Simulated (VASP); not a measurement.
# WC in VASP: single point with PBE

Aim: the single point of WC with PBE.

Everything below comes from runs of VASP 6.6.1. Logs are shortened: lines on timing, memory, paths and dates and some standing lists are left out, and cuts for length are marked.

## 1. The cell of the first run

The cell holds a slab with vacuum, 16 atoms: a = 5.687 Å, b = 5.687 Å, c = 16.189 Å, α = 90.00°, β = 90.00°, γ = 120.00°.

## 2. Single point, PBE

Contents of INCAR:

```
ALGO = Normal
EDIFF = 1E-7
ENCUT = 520
GGA = PE
ISIF = 2
ISMEAR = -1
LASPH = True
LCHARG = False
LREAL = Auto
LWAVE = False
NBANDS = 86
NELM = 100
PREC = Accurate
SIGMA = 0.1
```

Contents of KPOINTS:

```
k-points
0
Gamma
  3 3 1
```

Contents of POSCAR:

```
WC
1.0
    5.6872000000      0.0000000000      0.0000000000
   -2.8436000000      4.9252600000      0.0000000000
    0.0000000000      0.0000000000     16.1894250000
W C
8 8
Direct
    0.0000000000      0.0000000000      0.0617687163
    0.0090355235      0.0083650406      0.2410091773
   -0.0000030455      0.4999939090      0.0617687163
   -0.0074357123      0.4936389145      0.2374451224
    0.5000000000      0.0000000000      0.0617687163
    0.5025974146     -0.0078168462      0.2411141841
    0.4999969545      0.4999939090      0.0617687163
    0.4950409623      0.4921567592      0.2426645789
    0.3352972530      0.1602554992      0.1493382254
    0.3307374019      0.1684378084      0.3161261132
    0.3316111802      0.6620970263      0.1397208363
    0.3149675608      0.6557826389      0.3210799642
    0.8348756433      0.1613112810      0.1516607291
    0.8582902560      0.1659404783      0.3104310375
    0.8422665581      0.6708884404      0.1445017349
    0.8185881786      0.6314793534      0.3070275813
```

Potentials or basis: VASP PAW PBE potentials, release 64 (W_sv, C).

Started as:

```
cat potpaw_PBE.64/W_sv/POTCAR potpaw_PBE.64/C/POTCAR > POTCAR
mpirun -np 1 vasp_std > vasp.out
```

OUTCAR:

```text
EDIFF = 1E-7
   ENCUT = 520
   GGA = PE
   ISIF = 2
   ISMEAR = -1
   LASPH = True
   LREAL = Auto
   NELM = 100
   PREC = Accurate

 ion  position               nearest neighbor table
   1  0.000  0.000  0.062-  15 2.10  13 2.17   9 2.18   7 2.84   3 2.84   5 2.84   5 2.84   3 2.84
                             7 2.84   2 2.90
   2  0.009  0.008  0.241-  14 1.89  10 2.00  16 2.14  13 2.17   9 2.19  15 2.28   8 2.76   4 2.81
                             6 2.84   6 2.85   4 2.88   1 2.90   8 2.93
   3  1.000  0.500  0.062-  11 2.06  15 2.10  13 2.21   5 2.84   1 2.84   7 2.84   7 2.84   1 2.84
                             5 2.84   4 2.84
   4  0.993  0.494  0.237-  16 1.91  14 2.01  12 2.09  13 2.15  15 2.21  11 2.30   2 2.81   6 2.82
                             8 2.83   3 2.84   8 2.86   6 2.87   2 2.88
   5  0.500  0.000  0.062-  11 2.09   9 2.14  13 2.20   7 2.84   3 2.84   1 2.84   1 2.84   7 2.84
                             3 2.84   6 2.90
   6  0.503  0.992  0.241-  14 2.08  10 2.10  12 2.11  13 2.19   9 2.22  11 2.31   4 2.82   8 2.82
                             2 2.84   2 2.85   8 2.87   4 2.87   5 2.90
   7  0.500  0.500  0.062-  11 2.06  15 2.15   9 2.19   5 2.84   1 2.84   3 2.84   3 2.84   5 2.84
                             1 2.84   8 2.93
   8  0.495  0.492  0.243-  16 1.91  10 1.99  12 2.12   9 2.23  15 2.33  11 2.34   2 2.76   6 2.82
                             4 2.83   4 2.86   6 2.87   7 2.93   2 2.93
   9  0.335  0.160  0.149-   5 2.14   1 2.18   2 2.19   7 2.19   6 2.22   8 2.23
  10  0.331  0.168  0.316-   8 1.99   2 2.00   6 2.10
  11  0.332  0.662  0.140-   7 2.06   3 2.06   5 2.09   4 2.30   6 2.31   8 2.34
  12  0.315  0.656  0.321-   4 2.09   6 2.11   8 2.12
  13  0.835  0.161  0.152-   4 2.15   2 2.17   1 2.17   6 2.19   5 2.20   3 2.21
  14  0.858  0.166  0.310-   2 1.89   4 2.01   6 2.08
  15  0.842  0.671  0.145-   3 2.10   1 2.10   7 2.15   4 2.21   2 2.28   8 2.33
  16  0.819  0.631  0.307-   4 1.91   8 1.91   2 2.14

  LATTYP: Found a hexagonal cell.
 ALAT       =     5.6872000000
 C/A-ratio  =     2.8466424603

  Lattice vectors:

 A1 = (   5.6872000000,   0.0000000000,   0.0000000000)
 A2 = (  -2.8436000000,   4.9252600000,   0.0000000000)
 A3 = (   0.0000000000,   0.0000000000,  16.1894250000)

Analysis of symmetry for initial positions (statically):
=====================================================================
 Subroutine PRICEL returns:
 Original cell was already a primitive cell.

 Routine SETGRP: Setting up the symmetry group for a
 hexagonal supercell.

 Subroutine GETGRP returns: Found  1 space group operations
 (whereof  1 operations were pure point group operations)
 out of a pool of 24 trial point group operations.

The static configuration has the point symmetry C_1 .

Analysis of symmetry for dynamics (positions and initial velocities):
=====================================================================
 Subroutine PRICEL returns:
 Original cell was already a primitive cell.

 Routine SETGRP: Setting up the symmetry group for a
 hexagonal supercell.

 Subroutine GETGRP returns: Found  1 space group operations
 (whereof  1 operations were pure point group operations)
 out of a pool of 24 trial point group operations.

The dynamic configuration has the point symmetry C_1 .

 Subroutine INISYM returns: Found  1 space group operations
 (whereof  1 operations are pure point group operations),
 and found     1 'primitive' translations

----------------------------------------------------------------------------------------

                                     Primitive cell

  volume of cell :     453.4810

  direct lattice vectors                    reciprocal lattice vectors
     5.687200000  0.000000000  0.000000000     0.175833451  0.101517483  0.000000000
    -2.843600000  4.925260000  0.000000000     0.000000000  0.203034967  0.000000000
     0.000000000  0.000000000 16.189425000     0.000000000  0.000000000  0.061768716

  length of vectors
     5.687200000  5.687200280 16.189425000     0.203034977  0.203034967  0.061768716

  position of ions in fractional coordinates (direct lattice)
     0.000000000  0.000000000  0.061768716
     0.009035524  0.008365041  0.241009177
     0.999996954  0.499993909  0.061768716
     0.992564288  0.493638915  0.237445122
     0.500000000  0.000000000  0.061768716
     0.502597415  0.992183154  0.241114184
[... 8 lines left out ...]
     0.842266558  0.670888440  0.144501735
     0.818588179  0.631479353  0.307027581

  ion indices of the primitive-cell ions
   primitive index   ion index
                 1           1
                 2           2
                 3           3
                 4           4
                 5           5
                 6           6
[... 8 lines left out ...]
                15          15
                16          16

----------------------------------------------------------------------------------------

 KPOINTS: k-points

Automatic generation of k-mesh.
 Grid dimensions read from file:
 generate k-points for:    3    3    1

 Generating k-lattice:

  Cartesian coordinates                     Fractional coordinates (reciprocal lattice)
     0.058611150  0.033839161  0.000000000     0.333333333  0.000000000  0.000000000
     0.000000000  0.067678322  0.000000000     0.000000000  0.333333333  0.000000000
     0.000000000  0.000000000  0.061768716     0.000000000  0.000000000  1.000000000

  Length of vectors
     0.067678326  0.067678322  0.061768716

  Shift w.r.t. Gamma in fractional coordinates (k-lattice)
     0.000000000  0.000000000  0.000000000

 Subroutine IBZKPT returns following result:
 ===========================================

 Found      5 irreducible k-points:

 Following reciprocal coordinates:
            Coordinates               Weight
  0.000000  0.000000  0.000000      1.000000
  0.333333 -0.000000  0.000000      2.000000
  0.000000  0.333333  0.000000      2.000000
 -0.333333  0.333333  0.000000      2.000000
  0.333333  0.333333  0.000000      2.000000
   k-points           NKPTS =      5   k-points in BZ     NKDIM =      5   number of bands    NBANDS=     86
   number of dos      NEDOS =    301   number of ions     NIONS =     16
   total plane-waves  NPLWV = 211680
   dimension x,y,z NGX =    42 NGY =   42 NGZ =  120
   dimension x,y,z NGXF=    84 NGYF=   84 NGZF=  240
   ions per type =               8   8
   NGX,Y,Z   is equivalent  to a cutoff of  12.28, 12.28, 12.32 a.u.
   NGXF,Y,Z  is equivalent  to a cutoff of  24.55, 24.55, 24.65 a.u.
 SYSTEM =  unknown system
   PREC   = accura    normal or accurate (medium, high low for compatibility)
   ISTART =      0    job   : 0-new  1-cont  2-samecut
   ICHARG =      2    charge: 1-file 2-atom 10-const
   ISPIN  =      1    spin polarized calculation?
   LNONCOLLINEAR =      F non collinear calculations
   LSORBIT =      F    spin-orbit coupling
   LASPH  =      T    aspherical Exc in radial PAW
   ENCUT  =  520.0 eV  38.22 Ry    6.18 a.u.  10.57 10.57 30.10*2*pi/ulx,y,z
   NELM   =    100;   NELMIN=  2; NELMDL= -5     # of ELM steps
   EDIFF  = 0.1E-06   stopping-criterion for ELM
   LREAL  =      T    real-space projection
   EDIFFG = 0.1E-05   stopping-criterion for IOM
   NSW    =      0    number of steps for IOM
   IBRION =     -1    ionic relax: 0-MD 1-quasi-New 2-CG
   NFREE  =      0    steps in history (QN), initial steepest desc. (CG)
   ISIF   =      2    stress and relaxation
   ISYM   =      2    0-nonsym 1-usesym 2-fastsym
   POTIM  = 0.5000    time-step for ionic-motion
   TEBEG  =    0.0;   TEEND  =   0.0 temperature during run
   PSTRESS=    0.0 pullay stress
   NELECT =     144.0000    total number of electrons
   NUPDOWN=      -1.0000    fix difference up-down
   EMIN   =  10.00;   EMAX   =-10.00  energy-range for DOS
   EFERMI =   0.00;   METHOD = LEGACY
   ISMEAR =    -1;   SIGMA  =   0.10  broadening in eV -4-tet -1-fermi 0-gaus
   EFERMI_NEDOS =   21; number of points for ismear=-14 and -15
   IALGO  =     38    algorithm
   IMIX   =      4    mixing-type and parameters
     AMIX     =   0.40;   BMIX     =  1.00
     AMIX_MAG =   1.60;   BMIX_MAG =  1.00
  volume/ion in A,a.u.               =      28.34       191.27
  Fermi-wavevector in a.u.,A,eV,Ry     =   1.116887  2.110611 16.972410  1.247437
  Thomas-Fermi vector in A             =   2.253505
   LORBIT       =      0    0 simple, 1 ext, 2 COOP (PROOUT), +10 PAW based schemes
   GGA     = PE    functional components
   LHFCALC =     F    Hartree Fock is set to
   AEXX    =    0.0000 exact exchange contribution
   IVDW    =     0    specifies the selected vdW correction
   LEPSILON=     F    determine dielectric tensor
   LRPA    =     F    only Hartree local field effects (RPA)
 non-spin polarized calculation
  energy-cutoff  :      520.00
  volume of cell :      453.48
 maximum number of plane-waves:     12276
 NGX is ok and might be reduce to    42
   NGX = 21   NGY = 21   NGZ = 61

 number of electron     144.0000005 magnetization

 Free energy of the ion-electron system (eV)
  ---------------------------------------------------
  ext. energy  EPLUGINS =         0.00000000
  ---------------------------------------------------
  free energy    TOTEN  =      -160.68933016 eV

  energy without entropy =     -160.56040517  energy(sigma->0) =     -160.62486766

 E-fermi :   0.7000     XC(G=0):  -6.2005

 val. band max:        0.1616790334   @ k =   0.3333   0.3333   0.0000
 cond. band min:       0.7796847360   @ k =   0.0000   0.3333   0.0000
 fundamental gap:      0.6180057026
 Fermi energy:         0.6999963962

 k-point     1 :       0.0000    0.0000    0.0000
  band No.  band energies     occupation
      1     -73.3391      2.00000
      2     -73.2618      2.00000
      3     -73.2113      2.00000
      4     -73.2036      2.00000
      5     -73.1721      2.00000
      6     -73.1607      2.00000
[... 76 lines left out ...]
     83       3.2491      0.00000
     84       4.0532      0.00000

 k-point     2 :       0.3333   -0.0000    0.0000
  band No.  band energies     occupation
      1     -73.3341      2.00000
      2     -73.2460      2.00000
      3     -73.2162      2.00000
      4     -73.2012      2.00000
      5     -73.1744      2.00000
      6     -73.1678      2.00000
[... 76 lines left out ...]
     83       3.0098      0.00000
     84       3.6328      0.00000

 k-point     3 :       0.0000    0.3333    0.0000
  band No.  band energies     occupation
      1     -73.3340      2.00000
      2     -73.2487      2.00000
      3     -73.2079      2.00000
      4     -73.2041      2.00000
      5     -73.1835      2.00000
      6     -73.1655      2.00000
[... 76 lines left out ...]
     83       2.9862      0.00000
     84       3.5377      0.00000

 k-point     4 :      -0.3333    0.3333    0.0000
  band No.  band energies     occupation
      1     -73.3336      2.00000
      2     -73.2462      2.00000
      3     -73.2165      2.00000
      4     -73.2074      2.00000
      5     -73.1719      2.00000
      6     -73.1627      2.00000
[... 76 lines left out ...]
     83       2.9914      0.00000
     84       3.6539      0.00000

 k-point     5 :       0.3333    0.3333    0.0000
  band No.  band energies     occupation
      1     -73.3313      2.00000
      2     -73.2352      2.00000
      3     -73.2190      2.00000
      4     -73.2023      2.00000
      5     -73.1818      2.00000
      6     -73.1700      2.00000
[... 76 lines left out ...]
     83       3.2762      0.00000
     84       3.3547      0.00000
 [bands above 84 left out]

------------------------ aborting loop because EDIFF is reached ----------------------------------------

  FORCE on cell =-STRESS in cart. coord.  units (eV):
  Direction    XX          YY          ZZ          XY          YZ          ZX
  --------------------------------------------------------------------------------------
  -------------------------------------------------------------------------------------
  Total       27.7522425     24.4606513     -0.7612243     -0.7292789      2.8625687     -1.5173657
  in kB       98.0504470     86.4210448     -2.6894541     -2.5765890     10.1136381     -5.3609501
  external PRESSURE =      60.5940126 kB  Pullay stress =       0.0000000 kB

 VOLUME and BASIS-vectors are now :
 -----------------------------------------------------------------------------
  energy-cutoff  :      520.00
  volume of cell :      453.48
      direct lattice vectors                 reciprocal lattice vectors
     5.687200000  0.000000000  0.000000000     0.175833451  0.101517483  0.000000000
    -2.843600000  4.925260000  0.000000000     0.000000000  0.203034967  0.000000000
     0.000000000  0.000000000 16.189425000     0.000000000  0.000000000  0.061768716

 POSITION                                       TOTAL-FORCE (eV/Angst)
 -----------------------------------------------------------------------------------
      0.00000      0.00000      1.00000         0.210558      0.001546      0.603270
      0.02760      0.04120      3.90180         1.129000     -3.424553     -0.187495
      4.26540      2.46260      1.00000        -0.204076     -0.460396     -0.355913
      4.24120      2.43130      3.84410         2.395848      1.098167      1.030644
      2.84360      0.00000      1.00000         0.242074      0.275255      0.471522
      0.03700      4.88676      3.90350        -0.975915     -0.564034      1.914231
[... 8 lines left out ...]
      2.88240      3.30430      2.33940        -0.763099     -0.343380     -0.528402
      2.85980      3.11020      4.97060        -0.235400      2.115677      1.365042
 -----------------------------------------------------------------------------------
    total drift:                                0.003486     -0.003780     -0.012959

  FREE ENERGIE OF THE ION-ELECTRON SYSTEM (eV)
  ---------------------------------------------------
  free  energy   TOTEN  =      -160.6893301574 eV

  energy  without entropy=     -160.5604051682  energy(sigma->0) =     -160.62486766
```

Wall time 5.9 min (1 thread of Intel Xeon 6975P-C (Granite Rapids), shared host); peak memory 0.52 GiB.

What came out:

```yaml
Free_energy: -160.6893 eV
Largest_force: 3.611 eV/Å
Band_gap_on_the_k_mesh: zero (bands 72 and 73 overlap by 1.00 eV)
```

Forces on the atoms (eV/Å):
```
W    0.211  0.002  0.603
W    1.129 -3.425 -0.187
W   -0.204 -0.460 -0.356
W    2.396  1.098  1.031
W    0.242  0.275  0.472
W   -0.976 -0.564  1.914
W    0.504 -0.375  0.192
W   -1.351  0.814 -0.068
C   -0.027  0.508 -1.264
C    0.856 -0.431 -0.607
C    0.102  0.375  1.483
C    0.801  0.278 -2.703
C   -0.365  0.050 -2.384
C   -2.320  0.083  1.039
C   -0.763 -0.343 -0.528
C   -0.235  2.116  1.365
```

Caveat: the k points lie up to 0.43 Å⁻¹ apart, too coarse for converged energies and pressures of a metal; spin-orbit coupling is left out, which moves the levels of the heavy elements.
